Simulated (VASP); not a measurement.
Here is a VASP 6.6.1 calculation.

INCAR

```
PREC = Accurate
ENCUT = 600
EDIFF = 1E-6
ISMEAR = 0
SIGMA = 0.1
LREAL = F
LASPH = T
NELM = 100
ALGO = Normal
ISIF = 3
LWAVE = F
LCHARG = F
GGA = PE
IBRION = 2
NSW = 90
EDIFFG = -0.04
```

KPOINTS

```
Automatic mesh
0
Gamma
  4 4 6
```

File POSCAR:

```
Pt2C
1.0
    5.4513435100      0.0000000000      0.0000000000
    0.0000000000      5.4513435100      0.0000000000
    0.0000000000      0.0000000000      3.1312478200
Pt C
4 2
Direct
    0.7147240000      0.2852760000      0.5000000000
    0.2852760000      0.7147240000      0.5000000000
    0.2147240000      0.2147240000      0.0000000000
    0.7852760000      0.7852760000      0.0000000000
    0.0000000000      0.0000000000      0.5000000000
    0.5000000000      0.5000000000      0.0000000000
```

Potentials or basis: VASP PAW PBE potentials, release 64 (Pt, C).

Run with:

```console
$ cat potpaw_PBE.64/Pt/POTCAR potpaw_PBE.64/C/POTCAR > POTCAR
$ mpirun -np 1 vasp_std > vasp.out
```

Question: What does it give for the space group after relaxing (to 0.1 Å)?

Answer: P4_2/mnm (No. 136).

Question: Estimate the relaxed volume.

Answer: 13.40 Å³/atom.

Question: What does it give for the relaxed cell?

Answer: a = 4.983 Å, b = 4.983 Å, c = 3.238 Å, α = 90.00°, β = 90.00°, γ = 90.00°.

Final structure:
```yaml
crystal:
  lattice:
    - [4.98319, 0.00000, 0.00000]
    - [0.00000, 4.98319, 0.00000]
    - [0.00000, 0.00000, 3.23776]
  atoms:
    - { symbol: Pt, position: [0.69715, 0.30285, 0.50000] }
    - { symbol: Pt, position: [0.30285, 0.69715, 0.50000] }
    - { symbol: Pt, position: [0.19715, 0.19715, 0.00000] }
    - { symbol: Pt, position: [0.80285, 0.80285, 0.00000] }
    - { symbol: C, position: [0.00000, 0.00000, 0.50000] }
    - { symbol: C, position: [0.50000, 0.50000, 0.00000] }
```
